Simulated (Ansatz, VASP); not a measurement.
# Two plane-wave programs on Ga3As2P

```
Ga P As
1.0
    -1.93745    1.93745    8.21992
     1.93745   -1.93745    8.21992
     1.93745    1.93745   -8.21992
Ga P As
3 1 2
Direct
  0.00000 0.00000 0.00000
  0.66667 0.66667 0.00000
  0.33333 0.33333 0.00000
  0.75000 0.25000 0.50000
  0.41667 0.91667 0.50000
  0.08333 0.58333 0.50000
```

Alike in both runs: task single point; functional PBE; k mesh 6 × 6 × 6; occupations gaussian, width 0.1 eV; no spin polarisation.

```csv
,VASP,Ansatz
version,VASP 6.6.1,Ansatz 0.2.0
potentials or method,"VASP PAW PBE potentials, release 64 (Ga_d, P, As), cutoff 520 eV","scalar-relativistic, plane waves, PAW"
valence electrons in the cell,54,74
```

|  | VASP | Ansatz | Ansatz less VASP |
| --- | --- | --- | --- |
| gap on the k mesh at the Fermi level (eV) | 1.37 | 1.38 | +0.007 |
| least direct gap on the mesh (eV) | 1.40 | 1.39 | -0.006 |
| pressure (GPa) | 8.5 | 8.4 | -0.15 |
| traceless stress, the component that is largest in VASP (GPa) | -0.17 | -0.17 | +0.001 |
| rms of the force components (eV/Å) | 0.291 | 0.283 | -0.0079 |

Atom by atom the forces differ by 0.008 eV/Å (rms over components). The functional is the same, so the differences come from potentials, cutoffs and numerics. VASP's potentials hold 54 valence electrons a cell and Ansatz's 74, so a difference there can come from the potentials and not from the codes.
